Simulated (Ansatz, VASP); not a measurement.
**Two plane-wave programs on Cl**

The input POSCAR:

```
Cl
1.0
    3.1252371057     -2.1025893644      0.0000000000
    3.1252371057      2.1025893644      0.0000000000
    0.0000000000      0.0000000000      8.1465598679
Cl
4
Direct
    0.8771458714      0.1228541286      0.6060148442
    0.1228541286      0.8771458714      0.3939851558
    0.6228541286      0.3771458714      0.1060148442
    0.3771458714      0.6228541286      0.8939851558
```

Contents of INCAR.step1:

```
PREC = Accurate
ENCUT = 520
ISMEAR = 0
SIGMA = 0.01
LREAL = F
LASPH = T
NELM = 60
NBANDS = 22
GGA = PE
ALGO = Normal
EDIFF = 1E-4
LWAVE = T
LCHARG = F
```

File INCAR.step2:

```
PREC = Accurate
ENCUT = 520
EDIFF = 1E-7
ISMEAR = 0
SIGMA = 0.01
LREAL = F
LASPH = T
NELM = 60
ALGO = Normal
ISIF = 2
LWAVE = F
LCHARG = F
METAGGA = R2SCAN
LMIXTAU = T
NBANDS = 22
ISTART = 1
```

KPOINTS

```
regular mesh
0
Gamma
  8 8 4
```

Input for Ansatz:

```yaml
crystal:
  lattice:
    - [3.1252371057, -2.1025893644, 0.0]
    - [3.1252371057, 2.1025893644, 0.0]
    - [0.0, 0.0, 8.1465598679]
  atoms:
    - { symbol: Cl, position: [0.8771458714, 0.1228541286, 0.6060148442] }
    - { symbol: Cl, position: [0.1228541286, 0.8771458714, 0.3939851558] }
    - { symbol: Cl, position: [0.6228541286, 0.3771458714, 0.1060148442] }
    - { symbol: Cl, position: [0.3771458714, 0.6228541286, 0.8939851558] }
kpoints:
  mp_grid: { grid: [8, 8, 4] }
  band_path:
    path:
      - [0.0, 0.0, 0.0]
      - [0.5, 0.5, 0.0]
      - [0.353127604, 0.646872396, 0.0]
      - [-0.353127604, 0.353127604, 0.0]
      - [0.0, 0.0, 0.5]
      - [-0.353127604, 0.353127604, 0.5]
      - [0.353127604, 0.646872396, 0.5]
      - [0.5, 0.5, 0.5]
      - [0.0, 0.5, 0.0]
      - [0.0, 0.5, 0.5]
    npoints: 1
hamiltonian:
  xc: r2scan
scf:
  occupations: { method: fixed }
  n_extra_bands: 5
output:
  forces: true
  stress: true
  eigenvalues: true
  write_density: true
  write_potential: true
  elf: true
  volumetric_format: npy
```

Change from the starting cell: uniaxial_y strain +4.8%.

Alike in both runs: task single point; functional r2SCAN; k mesh 8 × 8 × 4; no spin polarisation.

```csv
,VASP,Ansatz
version,VASP 6.6.1,Ansatz 0.2.0
potentials or method,"VASP PAW PBE potentials, release 64 (Cl)","plane waves, PAW"
plane-wave cutoff (eV),520,500
occupations,"gaussian, width 0.01 eV",fixed
valence electrons in the cell,28,28
```

Ansatz gave:

- gap on the k mesh at the Fermi level (eV): 2.74
- pressure (GPa): 0.2
- traceless stress, the component that is largest in VASP (GPa): 0.31
- rms of the force components (eV/Å): 0.025

Q: Which values does VASP return?

A: gap on the k mesh at the Fermi level (eV): 2.77; pressure (GPa): -0.2; traceless stress, the component that is largest in VASP (GPa): 0.68; rms of the force components (eV/Å): 0.134.

VASP's potentials were made for PBE, not for r2SCAN. Atom by atom the forces differ by 0.109 eV/Å (rms over components).
